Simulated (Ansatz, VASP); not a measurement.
**SnSe2 in VASP and in Ansatz**

```
Sn Se
1.0
     5.30276    0.00000    0.00000
     0.00000    5.30276    0.00000
     0.00000    0.00000    5.01884
Sn Se
1 2
Direct
  0.00000 0.00000 0.71271
  0.50000 0.00000 0.71044
  0.00000 0.50000 0.71044
```

Alike in both runs: functional PBE; k mesh 4 × 4 × 4; occupations gaussian, width 0.1 eV; no spin polarisation.

Ansatz relaxed the structure, and its values are those at the end. VASP's run is a single point on that final structure, the one shown.

|  | VASP | Ansatz |
| --- | --- | --- |
| version | VASP 6.6.1 | Ansatz 0.2.0 |
| potentials or method | VASP PAW PBE potentials, release 64 (Sn_d, Se), cutoff 520 eV | scalar-relativistic, plane waves, PAW |
| valence electrons in the cell | 26 | 46 |

```csv
,VASP,Ansatz,Ansatz less VASP
gap on the k mesh at the Fermi level (eV),none,none,-
pressure (GPa),0.3,0.3,-0.01
```

A gap of «none» marks a metal or a gap that the smearing closes. The functional is the same, so the differences come from potentials, cutoffs and numerics. VASP's potentials hold 26 valence electrons a cell and Ansatz's 46, so a difference there can come from the potentials and not from the codes.
